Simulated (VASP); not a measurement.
# AlAs (F-43m) in VASP: further runs

Aim: see how the results for AlAs move with the level of theory and the settings. Levels: PBE, PBE+D4. Tasks: single point.

Program: VASP 6.6.1. These are calculated values, not measurements. Logs are shortened: lines on timing, memory, paths and dates and some standing lists are left out, and cuts for length are marked.

**1. The cell of the first run**

Symmetry: F-43m, No. 216, cubic system. The conventional cell has a = 5.661 Å, b = 5.661 Å, c = 5.661 Å, α = 90.00°, β = 90.00°, γ = 90.00°. Within 3.2 Å of Al (site symmetry -43m) lie 4 As at 2.45 Å. Within 3.2 Å of As (site symmetry -43m) lie 4 Al at 2.45 Å.

**2. Single point, PBE**

INCAR reads:

```
PREC     = Accurate       # precision mode
ENCUT    = 500            # plane-wave cutoff, eV
EDIFF    = 1E-6           # SCF threshold, eV
ISMEAR   = 0              # smearing method
SIGMA    = 0.05           # smearing width, eV
LREAL    = F              # projectors in reciprocal space
LASPH    = T              # aspherical terms in the spheres
NELM     = 120            # most SCF steps
ALGO     = Normal         # electronic algorithm
ISIF     = 2              # what is computed and relaxed
LWAVE    = F              # write WAVECAR
LCHARG   = F              # write CHGCAR
GGA      = PE             # functional
NBANDS   = 11             # bands
GGA_COMPAT= F
```

KPOINTS reads:

```
regular mesh
0
Gamma
  10 10 10
```

POSCAR reads:

```
AlAs
1.0
    0.0000000000      2.8304000400      2.8304000400
    2.8304000400      0.0000000000      2.8304000400
    2.8304000400      2.8304000400      0.0000000000
Al As
1 1
Direct
    0.0000000000      0.0000000000      0.0000000000
    0.7500000000      0.7500000000      0.7500000000
```

Potentials or basis: VASP PAW PBE potentials, release 64 (Al, As).

Launch:

```sh
cat potpaw_PBE.64/Al/POTCAR potpaw_PBE.64/As/POTCAR > POTCAR
mpirun -np 1 vasp_std > vasp.out
```

OUTCAR:

```text
PREC = Accurate
   ENCUT = 500
   EDIFF = 1E-6
   ISMEAR = 0
   LREAL = F
   LASPH = T
   NELM = 120
   ISIF = 2
   GGA = PE

 ion  position               nearest neighbor table
   1  0.000  0.000  0.000-   2 2.45   2 2.45   2 2.45   2 2.45
   2  0.750  0.750  0.750-   1 2.45   1 2.45   1 2.45   1 2.45

  LATTYP: Found a face centered cubic cell.
 ALAT       =     5.6608000800

  Lattice vectors:

 A1 = (   0.0000000000,   2.8304000400,   2.8304000400)
 A2 = (   2.8304000400,   0.0000000000,   2.8304000400)
 A3 = (   2.8304000400,   2.8304000400,   0.0000000000)

Analysis of symmetry for initial positions (statically):
=====================================================================
 Subroutine PRICEL returns:
 Original cell was already a primitive cell.

 Routine SETGRP: Setting up the symmetry group for a
 face centered cubic supercell.

 Subroutine GETGRP returns: Found 24 space group operations
 (whereof 24 operations were pure point group operations)
 out of a pool of 48 trial point group operations.

The static configuration has the point symmetry T_d .

Analysis of symmetry for dynamics (positions and initial velocities):
=====================================================================
 Subroutine PRICEL returns:
 Original cell was already a primitive cell.

 Routine SETGRP: Setting up the symmetry group for a
 face centered cubic supercell.

 Subroutine GETGRP returns: Found 24 space group operations
 (whereof 24 operations were pure point group operations)
 out of a pool of 48 trial point group operations.

The dynamic configuration has the point symmetry T_d .

 Subroutine INISYM returns: Found 24 space group operations
 (whereof 24 operations are pure point group operations),
 and found     1 'primitive' translations

----------------------------------------------------------------------------------------

                                     Primitive cell

  volume of cell :      45.3496

  direct lattice vectors                    reciprocal lattice vectors
     0.000000000  2.830400040  2.830400040    -0.176653474  0.176653474  0.176653474
     2.830400040  0.000000000  2.830400040     0.176653474 -0.176653474  0.176653474
     2.830400040  2.830400040  0.000000000     0.176653474  0.176653474 -0.176653474

  length of vectors
     4.002790124  4.002790124  4.002790124     0.305972792  0.305972792  0.305972792

  position of ions in fractional coordinates (direct lattice)
     0.000000000  0.000000000  0.000000000
     0.750000000  0.750000000  0.750000000

  ion indices of the primitive-cell ions
   primitive index   ion index
                 1           1
                 2           2

----------------------------------------------------------------------------------------

 KPOINTS: regular mesh

Automatic generation of k-mesh.
 Grid dimensions read from file:
 generate k-points for:   10   10   10

 Generating k-lattice:

  Cartesian coordinates                     Fractional coordinates (reciprocal lattice)
    -0.017665347  0.017665347  0.017665347     0.100000000  0.000000000  0.000000000
     0.017665347 -0.017665347  0.017665347     0.000000000  0.100000000  0.000000000
     0.017665347  0.017665347 -0.017665347     0.000000000  0.000000000  0.100000000

  Length of vectors
     0.030597279  0.030597279  0.030597279

  Shift w.r.t. Gamma in fractional coordinates (k-lattice)
     0.000000000  0.000000000  0.000000000

 Subroutine IBZKPT returns following result:
 ===========================================

 Found     47 irreducible k-points:

 Following reciprocal coordinates:
            Coordinates               Weight
  0.000000  0.000000  0.000000      1.000000
  0.100000  0.000000  0.000000      8.000000
  0.200000  0.000000  0.000000      8.000000
  0.300000  0.000000  0.000000      8.000000
  0.400000  0.000000  0.000000      8.000000
  0.500000  0.000000  0.000000      4.000000
[... 16 lines left out ...]
  0.300000  0.300000  0.000000      6.000000
  0.400000  0.300000  0.000000     24.000000
 [... further k-points ...]
   k-points           NKPTS =     47   k-points in BZ     NKDIM =     47   number of bands    NBANDS=     11
   number of dos      NEDOS =    301   number of ions     NIONS =      2
   total plane-waves  NPLWV =  27000
   dimension x,y,z NGX =    30 NGY =   30 NGZ =   30
   dimension x,y,z NGXF=    60 NGYF=   60 NGZF=   60
   ions per type =               1   1
   NGX,Y,Z   is equivalent  to a cutoff of  12.46, 12.46, 12.46 a.u.
   NGXF,Y,Z  is equivalent  to a cutoff of  24.92, 24.92, 24.92 a.u.
 SYSTEM =  unknown system
   PREC   = accura    normal or accurate (medium, high low for compatibility)
   ISTART =      0    job   : 0-new  1-cont  2-samecut
   ICHARG =      2    charge: 1-file 2-atom 10-const
   ISPIN  =      1    spin polarized calculation?
   LNONCOLLINEAR =      F non collinear calculations
   LSORBIT =      F    spin-orbit coupling
   LASPH  =      T    aspherical Exc in radial PAW
   ENCUT  =  500.0 eV  36.75 Ry    6.06 a.u.   7.30  7.30  7.30*2*pi/ulx,y,z
   NELM   =    120;   NELMIN=  2; NELMDL= -5     # of ELM steps
   EDIFF  = 0.1E-05   stopping-criterion for ELM
   LREAL  =      F    real-space projection
   EDIFFG = 0.1E-04   stopping-criterion for IOM
   NSW    =      0    number of steps for IOM
   IBRION =     -1    ionic relax: 0-MD 1-quasi-New 2-CG
   NFREE  =      0    steps in history (QN), initial steepest desc. (CG)
   ISIF   =      2    stress and relaxation
   ISYM   =      2    0-nonsym 1-usesym 2-fastsym
   POTIM  = 0.5000    time-step for ionic-motion
   TEBEG  =    0.0;   TEEND  =   0.0 temperature during run
   PSTRESS=    0.0 pullay stress
   NELECT =       8.0000    total number of electrons
   NUPDOWN=      -1.0000    fix difference up-down
   EMIN   =  10.00;   EMAX   =-10.00  energy-range for DOS
   EFERMI =   0.00;   METHOD = LEGACY
   ISMEAR =     0;   SIGMA  =   0.05  broadening in eV -4-tet -1-fermi 0-gaus
   EFERMI_NEDOS =   21; number of points for ismear=-14 and -15
   IALGO  =     38    algorithm
   IMIX   =      4    mixing-type and parameters
     AMIX     =   0.40;   BMIX     =  1.00
     AMIX_MAG =   1.60;   BMIX_MAG =  1.00
  volume/ion in A,a.u.               =      22.67       153.02
  Fermi-wavevector in a.u.,A,eV,Ry     =   0.918150  1.735052 11.469705  0.843000
  Thomas-Fermi vector in A             =   2.043199
   LORBIT       =      0    0 simple, 1 ext, 2 COOP (PROOUT), +10 PAW based schemes
   GGA     = PE    functional components
   LHFCALC =     F    Hartree Fock is set to
   AEXX    =    0.0000 exact exchange contribution
   IVDW    =     0    specifies the selected vdW correction
   LEPSILON=     F    determine dielectric tensor
   LRPA    =     F    only Hartree local field effects (RPA)
 non-spin polarized calculation
 Gauss-broadening in eV      SIGMA  =   0.05
  energy-cutoff  :      500.00
  volume of cell :       45.35
 maximum number of plane-waves:      1179
 NGX is ok and might be reduce to    30
   NGX = 15   NGY = 15   NGZ = 15

 number of electron       8.0000000 magnetization

 Free energy of the ion-electron system (eV)
  ---------------------------------------------------
  ext. energy  EPLUGINS =         0.00000000
  ---------------------------------------------------
  free energy    TOTEN  =        -9.37475890 eV

  energy without entropy =       -9.37475890  energy(sigma->0) =       -9.37475890

 E-fermi :   4.1406     XC(G=0):  -9.0421

 val. band max:        3.8885445721   @ k =   0.0000   0.0000   0.0000
 cond. band min:       5.3237628234   @ k =   0.5000   0.5000   0.0000
 fundamental gap:      1.4352182513
 Fermi energy:         4.1406186861

 k-point     1 :       0.0000    0.0000    0.0000
  band No.  band energies     occupation
      1      -7.9763      2.00000
      2       3.8885      2.00000
      3       3.8885      2.00000
      4       3.8885      2.00000
      5       5.9498      0.00000
      6       8.1763      0.00000
      7       8.1763      0.00000
      8       8.1763      0.00000
      9      12.7598      0.00000
     10      12.9005      0.00000
     11      12.9005      0.00000

 k-point     2 :       0.1000    0.0000    0.0000
  band No.  band energies     occupation
      1      -7.8778      2.00000
      2       2.8564      2.00000
      3       3.7809      2.00000
      4       3.7809      2.00000
      5       6.5842      0.00000
      6       8.3682      0.00000
      7       8.3682      0.00000
      8       8.3836      0.00000
      9      12.4453      0.00000
     10      12.4453      0.00000
     11      13.2737      0.00000

 k-point     3 :       0.2000    0.0000    0.0000
  band No.  band energies     occupation
      1      -7.5955      2.00000
      2       1.2635      2.00000
      3       3.5384      2.00000
      4       3.5384      2.00000
      5       6.6544      0.00000
      6       8.7163      0.00000
      7       8.7163      0.00000
      8       9.5722      0.00000
      9      12.0704      0.00000
     10      12.0704      0.00000
     11      13.5285      0.00000

 k-point     4 :       0.3000    0.0000    0.0000
  band No.  band energies     occupation
      1      -7.1791      2.00000
      2      -0.1908      2.00000
      3       3.2922      2.00000
      4       3.2922      2.00000
      5       6.3522      0.00000
      6       8.7915      0.00000
      7       8.7915      0.00000
      8      11.0495      0.00000
      9      12.5663      0.00000
     10      12.5663      0.00000
     11      13.1677      0.00000
[... 239 lines left out ...]
 k-point    22 :      -0.2000    0.2000    0.0000
  band No.  band energies     occupation
      1      -7.0352      2.00000
      2      -0.0006      2.00000
      3       1.7027      2.00000
      4       3.3518      2.00000
      5       7.5847      0.00000
      6       8.9924      0.00000
      7       9.1913      0.00000
      8       9.8373      0.00000
      9      11.1779      0.00000
     10      14.3523      0.00000
     11      15.7508      0.00000

 k-point    23 :       0.3000    0.3000    0.0000
  band No.  band energies     occupation
      1      -6.8983      2.00000
      2       0.0092      2.00000
      3       2.2582      2.00000
      4       2.2582      2.00000
      5       6.0988      0.00000
      6       7.1889      0.00000
      7      11.5158      0.00000
      8      11.5158      0.00000
      9      12.2424      0.00000
     10      14.4757      0.00000
     11      17.0685      0.00000

 k-point    24 :       0.4000    0.3000    0.0000
  band No.  band energies     occupation
      1      -6.5537      2.00000
      2      -0.6532      2.00000
      3       1.7642      2.00000
      4       2.0804      2.00000
      5       6.0650      0.00000
      6       7.1508      0.00000
      7      11.4558      0.00000
      8      11.8862      0.00000
      9      14.0120      0.00000
     10      15.3611      0.00000
     11      16.8869      0.00000

 [... further k-points ...]

------------------------ aborting loop because EDIFF is reached ----------------------------------------

  FORCE on cell =-STRESS in cart. coord.  units (eV):
  Direction    XX          YY          ZZ          XY          YZ          ZX
  --------------------------------------------------------------------------------------
  -------------------------------------------------------------------------------------
  Total        0.7846829      0.7846829      0.7846829      0.0000000     -0.0000000     -0.0000000
  in kB       27.7224308     27.7224308     27.7224308      0.0000000     -0.0000000     -0.0000000
  external PRESSURE =      27.7224308 kB  Pullay stress =       0.0000000 kB

 VOLUME and BASIS-vectors are now :
 -----------------------------------------------------------------------------
  energy-cutoff  :      500.00
  volume of cell :       45.35
      direct lattice vectors                 reciprocal lattice vectors
     0.000000000  2.830400040  2.830400040    -0.176653474  0.176653474  0.176653474
     2.830400040  0.000000000  2.830400040     0.176653474 -0.176653474  0.176653474
     2.830400040  2.830400040  0.000000000     0.176653474  0.176653474 -0.176653474

 POSITION                                       TOTAL-FORCE (eV/Angst)
 -----------------------------------------------------------------------------------
      0.00000      0.00000      0.00000         0.000000      0.000000      0.000000
      4.24560      4.24560      4.24560        -0.000000     -0.000000     -0.000000
 -----------------------------------------------------------------------------------
    total drift:                                0.000000      0.000000      0.000000

  FREE ENERGIE OF THE ION-ELECTRON SYSTEM (eV)
  ---------------------------------------------------
  free  energy   TOTEN  =        -9.3747588970 eV

  energy  without entropy=       -9.3747588970  energy(sigma->0) =       -9.37475890
```

Wall time 41 s (1 thread of Intel Xeon 8259CL, shared host); peak memory 0.17 GiB.

What came out:

* Free energy: -9.3748 eV
* Pressure: 2.8 GPa
* Band gap on the k mesh: 1.44 eV (least direct gap 2.06 eV)

A k mesh can miss the band edges.

(Continued in part 2 of 2.)
